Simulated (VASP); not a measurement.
# Zr in VASP: single point with PBE+D3(BJ)

Aim: the single point of Zr with PBE+D3(BJ).

Program: VASP 6.6.1. These are calculated values, not measurements. Logs are shortened: lines on timing, memory, paths and dates and some standing lists are left out, and cuts for length are marked.

## (1) The cell of the first run

The cell holds a slab with vacuum, 3 atoms: a = 3.091 Å, b = 3.091 Å, c = 22.005 Å, α = 90.00°, β = 90.00°, γ = 120.00°.

## (2) Single point, PBE+D3(BJ)

Input file INCAR:

```
SYSTEM = Zr
  ALGO = Normal
  DIPOL = 0.5 0.5 0.437
  EDIFF = 1E-6
  ENCUT = 400
  GGA = PE
  GGA_COMPAT = .FALSE.
  IDIPOL = 3
  ISIF = 2
  ISMEAR = 1
  IVDW = 12
  LASPH = .TRUE.
  LCHARG = .FALSE.
  LDIPOL = .TRUE.
  LREAL = .FALSE.
  LWAVE = .FALSE.
  NBANDS = 25
  NELM = 120
  NELMDL = -8
  PREC = Accurate
  SIGMA = 0.1
```

Input file KPOINTS:

```
k-points
0
G
  12 12 1
  0 0 0
```

Input file POSCAR:

```
Zr
1.0
    3.0912746496      0.0000000000      0.0000000000
   -1.5456373248      2.6771223766      0.0000000000
    0.0000000000      0.0000000000     22.0049972221
Zr
3
Direct
    0.3333333333      0.6666666667      0.3181095607
    0.6666666667      0.3333333333      0.4327474347
    0.3333333333      0.6666666667      0.5600810899
```

Potentials or basis: VASP PAW PBE potentials, release 64 (Zr_sv).

Launch:

```
$ cat potpaw_PBE.64/Zr_sv/POTCAR > POTCAR
$ mpirun -np 1 vasp_std > vasp.out
```

OUTCAR:

```text
SYSTEM = Zr
   EDIFF = 1E-6
   ENCUT = 400
   GGA = PE
   ISIF = 2
   ISMEAR = 1
   IVDW = 12
   LASPH = .TRUE.
   LREAL = .FALSE.
   NELM = 120
   NELMDL = -8
   PREC = Accurate
 IVDW          = 12

 ion  position               nearest neighbor table
   1  0.333  0.667  0.318-   2 3.09   2 3.09   2 3.09
   2  0.667  0.333  0.433-   1 3.09   1 3.09   1 3.09   3 3.32   3 3.32   3 3.32
   3  0.333  0.667  0.560-   2 3.32   2 3.32   2 3.32

  LATTYP: Found a hexagonal cell.
 ALAT       =     3.0912746496
 C/A-ratio  =     7.1184219186

  Lattice vectors:

 A1 = (   3.0912746496,   0.0000000000,   0.0000000000)
 A2 = (  -1.5456373248,   2.6771223766,   0.0000000000)
 A3 = (   0.0000000000,   0.0000000000,  22.0049972221)

Analysis of symmetry for initial positions (statically):
=====================================================================
 Subroutine PRICEL returns:
 Original cell was already a primitive cell.

 Routine SETGRP: Setting up the symmetry group for a
 hexagonal supercell.

 Subroutine GETGRP returns: Found  6 space group operations
 (whereof  6 operations were pure point group operations)
 out of a pool of 24 trial point group operations.

The static configuration has the point symmetry C_3v.

Analysis of symmetry for dynamics (positions and initial velocities):
=====================================================================
 Subroutine PRICEL returns:
 Original cell was already a primitive cell.

 Routine SETGRP: Setting up the symmetry group for a
 hexagonal supercell.

 Subroutine GETGRP returns: Found  6 space group operations
 (whereof  6 operations were pure point group operations)
 out of a pool of 24 trial point group operations.

The dynamic configuration has the point symmetry C_3v.

 Subroutine INISYM returns: Found  6 space group operations
 (whereof  6 operations are pure point group operations),
 and found     1 'primitive' translations

----------------------------------------------------------------------------------------

                                     Primitive cell

  volume of cell :     182.1072

  direct lattice vectors                    reciprocal lattice vectors
     3.091274650  0.000000000  0.000000000     0.323491153  0.186767704  0.000000000
    -1.545637325  2.677122377  0.000000000     0.000000000  0.373535408  0.000000000
     0.000000000  0.000000000 22.004997222     0.000000000  0.000000000  0.045444223

  length of vectors
     3.091274650  3.091274650 22.004997222     0.373535408  0.373535408  0.045444223

  position of ions in fractional coordinates (direct lattice)
     0.333333333  0.666666667  0.318109561
     0.666666667  0.333333333  0.432747435
     0.333333333  0.666666667  0.560081090

  ion indices of the primitive-cell ions
   primitive index   ion index
                 1           1
                 2           2
                 3           3

----------------------------------------------------------------------------------------

 KPOINTS: k-points

Automatic generation of k-mesh.
 Grid dimensions read from file:
 generate k-points for:   12   12    1

 Generating k-lattice:

  Cartesian coordinates                     Fractional coordinates (reciprocal lattice)
     0.026957596  0.015563975  0.000000000     0.083333333  0.000000000  0.000000000
     0.000000000  0.031127951  0.000000000     0.000000000  0.083333333  0.000000000
     0.000000000  0.000000000  0.045444223     0.000000000  0.000000000  1.000000000

  Length of vectors
     0.031127951  0.031127951  0.045444223

  Shift w.r.t. Gamma in fractional coordinates (k-lattice)
     0.000000000  0.000000000  0.000000000

 Subroutine IBZKPT returns following result:
 ===========================================

 Found     19 irreducible k-points:

 Following reciprocal coordinates:
            Coordinates               Weight
  0.000000  0.000000  0.000000      1.000000
  0.083333  0.000000  0.000000      6.000000
  0.166667  0.000000  0.000000      6.000000
  0.250000  0.000000  0.000000      6.000000
  0.333333  0.000000  0.000000      6.000000
  0.416667  0.000000  0.000000      6.000000
[... 11 lines left out ...]
  0.333333  0.250000  0.000000     12.000000
  0.333333  0.333333  0.000000      2.000000
   k-points           NKPTS =     19   k-points in BZ     NKDIM =     19   number of bands    NBANDS=     25
   number of dos      NEDOS =    301   number of ions     NIONS =      3
   total plane-waves  NPLWV =  57600
   dimension x,y,z NGX =    20 NGY =   20 NGZ =  144
   dimension x,y,z NGXF=    40 NGYF=   40 NGZF=  288
   ions per type =               3
   NGX,Y,Z   is equivalent  to a cutoff of  10.76, 10.76, 10.88 a.u.
   NGXF,Y,Z  is equivalent  to a cutoff of  21.51, 21.51, 21.76 a.u.
 SYSTEM =  Zr
   PREC   = accura    normal or accurate (medium, high low for compatibility)
   ISTART =      0    job   : 0-new  1-cont  2-samecut
   ICHARG =      2    charge: 1-file 2-atom 10-const
   ISPIN  =      1    spin polarized calculation?
   LNONCOLLINEAR =      F non collinear calculations
   LSORBIT =      F    spin-orbit coupling
   LASPH  =      T    aspherical Exc in radial PAW
   ENCUT  =  400.0 eV  29.40 Ry    5.42 a.u.   5.04  5.04 35.88*2*pi/ulx,y,z
   NELM   =    120;   NELMIN=  2; NELMDL= -8     # of ELM steps
   EDIFF  = 0.1E-05   stopping-criterion for ELM
   LREAL  =      F    real-space projection
   EDIFFG = 0.1E-04   stopping-criterion for IOM
   NSW    =      0    number of steps for IOM
   IBRION =     -1    ionic relax: 0-MD 1-quasi-New 2-CG
   NFREE  =      0    steps in history (QN), initial steepest desc. (CG)
   ISIF   =      2    stress and relaxation
   ISYM   =      2    0-nonsym 1-usesym 2-fastsym
   POTIM  = 0.5000    time-step for ionic-motion
   TEBEG  =    0.0;   TEEND  =   0.0 temperature during run
   PSTRESS=    0.0 pullay stress
   NELECT =      36.0000    total number of electrons
   NUPDOWN=      -1.0000    fix difference up-down
   EMIN   =  10.00;   EMAX   =-10.00  energy-range for DOS
   EFERMI =   0.00;   METHOD = LEGACY
   ISMEAR =     1;   SIGMA  =   0.10  broadening in eV -4-tet -1-fermi 0-gaus
   EFERMI_NEDOS =   21; number of points for ismear=-14 and -15
   IALGO  =     38    algorithm
   IMIX   =      4    mixing-type and parameters
     AMIX     =   0.40;   BMIX     =  1.00
     AMIX_MAG =   1.60;   BMIX_MAG =  1.00
  volume/ion in A,a.u.               =      60.70       409.64
  Fermi-wavevector in a.u.,A,eV,Ry     =   0.953674  1.802183 12.374419  0.909494
  Thomas-Fermi vector in A             =   2.082351
   LORBIT       =      0    0 simple, 1 ext, 2 COOP (PROOUT), +10 PAW based schemes
   GGA     = PE    functional components
   LHFCALC =     F    Hartree Fock is set to
   AEXX    =    0.0000 exact exchange contribution
   IVDW    =    12    specifies the selected vdW correction
   LEPSILON=     F    determine dielectric tensor
   LRPA    =     F    only Hartree local field effects (RPA)
 non-spin polarized calculation
 Methfessel and Paxton  Order N= 1 SIGMA  =   0.10
  energy-cutoff  :      400.00
  volume of cell :      182.11
 maximum number of plane-waves:      3337
   NGX = 11   NGY = 11   NGZ = 71

 dipolmoment           0.000000      0.000000      0.020169 electrons x Angstroem

 number of electron      36.0000001 magnetization

 dipolmoment           0.000000      0.000000     -0.007370 electrons x Angstroem

 Free energy of the ion-electron system (eV)
  ---------------------------------------------------
  ext. energy  EPLUGINS =         0.00000000
  ---------------------------------------------------
  free energy    TOTEN  =       -23.73557518 eV

  energy without entropy =      -23.73732628  energy(sigma->0) =      -23.73615888

 E-fermi :   0.8991     XC(G=0):  -5.0189

 val. band max:        0.8772433943   @ k =   0.2500   0.0000   0.0000
 cond. band min:       0.9281515396   @ k =   0.2500   0.0833   0.0000
 fundamental gap:      0.0509081453
 Fermi energy:         0.8990888836

 k-point     1 :       0.0000    0.0000    0.0000
  band No.  band energies     occupation
      1     -47.8325      2.00000
      2     -47.7992      2.00000
      3     -47.4858      2.00000
      4     -26.1425      2.00000
      5     -25.9055      2.00000
      6     -25.3181      2.00000
[... 17 lines left out ...]
     24       2.4195     -0.00000
     25       2.4195     -0.00000

 k-point     2 :       0.0833    0.0000    0.0000
  band No.  band energies     occupation
      1     -47.8230      2.00000
      2     -47.7892      2.00000
      3     -47.4769      2.00000
      4     -26.1238      2.00000
      5     -25.8976      2.00000
      6     -25.3977      2.00000
[... 17 lines left out ...]
     24       2.3360     -0.00000
     25       2.6072     -0.00000

 k-point     3 :       0.1667    0.0000    0.0000
  band No.  band energies     occupation
      1     -47.7971      2.00000
      2     -47.7620      2.00000
      3     -47.4526      2.00000
      4     -26.0732      2.00000
      5     -25.8789      2.00000
      6     -25.5873      2.00000
[... 17 lines left out ...]
     24       2.8651     -0.00000
     25       3.1448      0.00000

 k-point     4 :       0.2500    0.0000    0.0000
  band No.  band energies     occupation
      1     -47.7614      2.00000
      2     -47.7244      2.00000
      3     -47.4192      2.00000
      4     -26.0187      2.00000
      5     -25.8765      2.00000
      6     -25.8271      2.00000
[... 17 lines left out ...]
     24       3.5060      0.00000
     25       3.6188      0.00000

 k-point     5 :       0.3333    0.0000    0.0000
  band No.  band energies     occupation
      1     -47.7254      2.00000
      2     -47.6864      2.00000
      3     -47.3855      2.00000
      4     -26.1197      2.00000
      5     -26.0780      2.00000
      6     -25.9679      2.00000
[... 17 lines left out ...]
     24       3.8185      0.00000
     25       3.9041      0.00000

 k-point     6 :       0.4167    0.0000    0.0000
  band No.  band energies     occupation
      1     -47.6989      2.00000
      2     -47.6582      2.00000
      3     -47.3607      2.00000
      4     -26.2831      2.00000
      5     -26.2537      2.00000
      6     -26.0715      2.00000
[... 17 lines left out ...]
     24       4.1820      0.00000
     25       4.6166      0.00000
[... 253 lines left out ...]
 k-point    16 :       0.4167    0.1667    0.0000
  band No.  band energies     occupation
      1     -47.6808      2.00000
      2     -47.6390      2.00000
      3     -47.3437      2.00000
      4     -26.2609      2.00000
      5     -26.2354      2.00000
      6     -26.0486      2.00000
[... 17 lines left out ...]
     24       4.4532      0.00000
     25       4.6413      0.00000

 k-point    17 :       0.2500    0.2500    0.0000
  band No.  band energies     occupation
      1     -47.6893      2.00000
      2     -47.6480      2.00000
      3     -47.3516      2.00000
      4     -26.1598      2.00000
      5     -26.1282      2.00000
      6     -25.9849      2.00000
[... 17 lines left out ...]
     24       3.7012      0.00000
     25       4.1093      0.00000

 k-point    18 :       0.3333    0.2500    0.0000
  band No.  band energies     occupation
      1     -47.6760      2.00000
      2     -47.6339      2.00000
      3     -47.3392      2.00000
      4     -26.1661      2.00000
      5     -26.1413      2.00000
      6     -25.9837      2.00000
[... 17 lines left out ...]
     24       4.1929      0.00000
     25       4.2977      0.00000

 k-point    19 :       0.3333    0.3333    0.0000
  band No.  band energies     occupation
      1     -47.6711      2.00000
      2     -47.6288      2.00000
      3     -47.3346      2.00000
      4     -26.0662      2.00000
      5     -26.0386      2.00000
      6     -26.0114      2.00000
[... 17 lines left out ...]
     24       4.1997      0.00000
     25       4.2866      0.00000

------------------------ aborting loop because EDIFF is reached ----------------------------------------

 vacuum level on the upper side and lower side of the slab       (xc-potential included)        -0.239        -0.105

 Edisp (eV)   -1.14234

 E8    (eV) :    -0.6100

  FORCE on cell =-STRESS in cart. coord.  units (eV):
  Direction    XX          YY          ZZ          XY          YZ          ZX
  --------------------------------------------------------------------------------------
  -------------------------------------------------------------------------------------
  Total      -0.66256    -0.66256    -1.42079     0.00000     0.00000     0.00000
  in kB      -5.82918    -5.82918   -12.50013     0.00000     0.00000     0.00000
  external pressure =       -8.05 kB  Pullay stress =        0.00 kB

 VOLUME and BASIS-vectors are now :
 -----------------------------------------------------------------------------
  energy-cutoff  :      400.00
  volume of cell :      182.11
      direct lattice vectors                 reciprocal lattice vectors
     3.091274650  0.000000000  0.000000000     0.323491153  0.186767704  0.000000000
    -1.545637325  2.677122377  0.000000000     0.000000000  0.373535408  0.000000000
     0.000000000  0.000000000 22.004997222     0.000000000  0.000000000  0.045444223

 POSITION                                       TOTAL-FORCE (eV/Angst)
 -----------------------------------------------------------------------------------
     -0.00000      1.78475      7.00000         0.000000      0.000000     -0.100745
      1.54564      0.89237      9.52261         0.000000      0.000000      0.651289
     -0.00000      1.78475     12.32458        -0.000000     -0.000000     -0.550544
 -----------------------------------------------------------------------------------
    total drift:                                0.000000     -0.000000     -0.000197

  FREE ENERGIE OF THE ION-ELECTRON SYSTEM (eV)
  ---------------------------------------------------
  free  energy   TOTEN  =       -24.8779108729 eV

  energy  without entropy=      -24.8796619706  energy(sigma->0) =      -24.87849457

 vacuum level on the upper side and lower side of the slab         4.871         5.008
```

It took 99 s on 1 thread of Intel Xeon Platinum 8259CL at 2.50GHz (Skylake/Cascade Lake), shared host; peak memory 0.25 GiB.

What came out:

| Property | Result |
| --- | --- |
| Free energy | -24.8779 eV |
| Largest force | 0.651 eV/Å |
| Band gap on the k mesh | zero (bands 18 and 19 overlap by 0.50 eV) |
| Dispersion energy per atom | -0.381 eV |

Forces in eV/Å, atoms in the order of the input:
```
Zr   0.000  0.000 -0.101
Zr   0.000  0.000  0.651
Zr   0.000  0.000 -0.551
```

Levels at points of the mesh, in eV from the Fermi level:
| k point | band 14 | band 15 | band 16 | band 17 | band 18 | band 19 | band 20 | band 21 | band 22 | band 23 |
| --- | --- | --- | --- | --- | --- | --- | --- | --- | --- | --- |
| (0.00, 0.00, 0.00) | -3.94 | -3.15 | -0.29 | 0.05 | 0.28 | 0.91 | 1.10 | 1.10 | 1.25 | 1.25 |
| (0.50, 0.00, 0.00) | -2.54 | -2.37 | -1.67 | -1.07 | -0.19 | 1.26 | 1.62 | 1.65 | 2.28 | 2.91 |

The gap in the log of VASP goes by the Fermi energy; the results here count the filled bands.